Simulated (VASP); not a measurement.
Runs of VASP 6.6.1 on Ge. The structure is that of space group P6_3mc (No. 186), or close to it. The cells are those of the table. 

```csv
cell,gap on the mesh (eV),pressure (GPa),largest force (eV/Å)
"a = 4.143, b = 4.143, c = 11.244 Å, angles 90.0, 90.0, 120.0°, 4 atoms",0.69,-3.3,0.38
"a = 4.023, b = 4.023, c = 10.920 Å, angles 90.0, 90.0, 120.0°, 4 atoms",0.92,-1.2,0.21
"a = 4.064, b = 4.064, c = 11.030 Å, angles 90.0, 90.0, 120.0°, 4 atoms",0.90,-2.1,0.26
"a = 3.982, b = 3.982, c = 10.807 Å, angles 90.0, 90.0, 120.0°, 4 atoms",(b),(a),0.13
"a = 4.104, b = 4.104, c = 11.138 Å, angles 90.0, 90.0, 120.0°, 4 atoms",0.86,-2.7,0.32
```

Alike in all rows: task single point; level r2SCAN; potentials or basis VASP PAW PBE potentials, release 64 (Ge_d); no spin polarisation; k mesh 7 × 7 × 2; cutoff (eV) 520; smearing gaussian 0.15 eV.

Question: Fill in the values left out.

Answer: (a) -0.2; (b) 0.93.

Caveats: the PAW data sets were made with another functional, which shifts forces and pressure a little; the cell stands under tension (at least some runs); semilocal functionals underestimate gaps, and a narrow one can read as zero (at least some runs).

A k mesh can miss the band edges, and the runs leave out spin-orbit coupling on Ge.
